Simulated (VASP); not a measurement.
The system is Au.

```xyz
4
Lattice="3.0294 0.0000 0.0000 -1.5147 2.6236 0.0000 0.0000 0.0000 9.7705" Properties=species:S:1:pos:R:3 pbc="T T T"
Au    0.0000    0.0000    0.0000
Au    0.0000    0.0000    4.8853
Au    0.0000    1.7490    7.3279
Au    1.5147    0.8745    2.4426
```

* Program: VASP 6.6.1
* Task: relaxation of cell and atoms
* Functional: r2SCAN
* Potentials or basis: VASP PAW PBE potentials, release 64 (Au)
* Cutoff: 600 eV
* k mesh: 6 × 6 × 2
* Occupations: gaussian, width 0.1 eV
* Spin: no spin polarisation

At the start: pressure -10.3 GPa; volume 19.41 Å³/atom.

Problem. Where does the relaxation end?

Solution. Over 8 steps the energy falls by 65.0 meV/atom and the volume is 17.67 Å³/atom (-9.0 %); space group P6_3/mmc (No. 194, to 0.05 Å).

The path:
```csv
step,energy change (eV),largest force (eV/Å),pressure (GPa),volume (Å³)
1,0.0000,0.0000,-10.27,77.66
2,0.0614,0.0000,18.44,64.49
3,-0.2585,0.0000,-0.26,70.78
4,-0.2586,0.0000,0.04,70.65
5,-0.2586,0.0000,0.33,70.51
6,-0.2596,0.0000,-0.34,70.85
7,-0.2596,0.0000,-0.35,70.85
8,-0.2600,0.0000,0.08,70.68
```

Final structure:
```
Au
1.0
     2.95604    0.00000    0.00000
    -1.47802    2.56000    0.00000
     0.00000    0.00000    9.33958
Au
4
Direct
  0.00000 0.00000 0.00000
  0.00000 0.00000 0.50000
  0.33333 0.66667 0.75000
  0.66667 0.33333 0.25000
```

Caveat: the k points lie up to 0.41 Å⁻¹ apart in the final cell; the PAW data sets were made with another functional, which shifts forces and pressure a little.
